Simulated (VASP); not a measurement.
A run of VASP 6.6.1 is set up as follows.

Contents of INCAR:

```
SYSTEM = TiO2
PREC = Accurate
ENCUT = 600
EDIFF = 1E-6
ISMEAR = 0
SIGMA = 0.02
LREAL = .False.
LASPH = .True.
NELM = 120
ALGO = Normal
ISIF = 2
LWAVE = .False.
LCHARG = .True.
GGA = PE
LELF = .True.
LVHAR = .True.
NBANDS = 33
GGA_COMPAT = .False.
```

KPOINTS

```
Automatic mesh
0
Gamma
  6 6 10
  0 0 0
```

Contents of POSCAR:

```
TiO2
1.0
    4.6428539515      0.0000000000      0.0000000000
    0.0000000000      4.6428539515      0.0000000000
    0.0000000000      0.0000000000      2.9635945014
Ti O
2 4
Direct
    0.0000000000      0.0000000000      0.0000000000
    0.5000000000      0.5000000000      0.5000000000
    0.3050557501      0.3050557501      0.0000000000
    0.1949442499      0.8050557501      0.5000000000
    0.6949442499      0.6949442499      0.0000000000
    0.8050557501      0.1949442499      0.5000000000
```

Potentials or basis: VASP PAW PBE potentials, release 64 (Ti_sv, O).

Command:

```console
$ cat potpaw_PBE.64/Ti_sv/POTCAR potpaw_PBE.64/O/POTCAR > POTCAR
$ mpirun -np 1 vasp_std > vasp.out
```

(1) Predict the band gap on the k mesh.

(2) Predict the largest force.

(3) Estimate the pressure.

Results:

(1) 1.83 eV, direct.

(2) 0.019 eV/Å.

(3) 0.5 GPa.

**What was measured.**

From “Shallow Valence Band of Rutile GeO2 and P-type Doping”, 2020, arxiv:2011.08928, for a bulk crystal of TiO2 at 1.6 K: band gap 3.03 eV (direct).

Measured gap of TiO2: 3.03 eV (direct; 1.6 K; quoted in “Shallow Valence Band of Rutile GeO2 and P-type Doping”, 2020, arxiv:2011.08928). This calculation gives 1.83 eV (-1.20 eV). 2 values of this kind are on record in papers (3.03 to 3.05 eV); this one was drawn at random among those near their median. The value is that of PBE on a finite k mesh, which can miss the band edges, without temperature or zero-point motion. Semilocal functionals fall short of measured gaps as a rule.
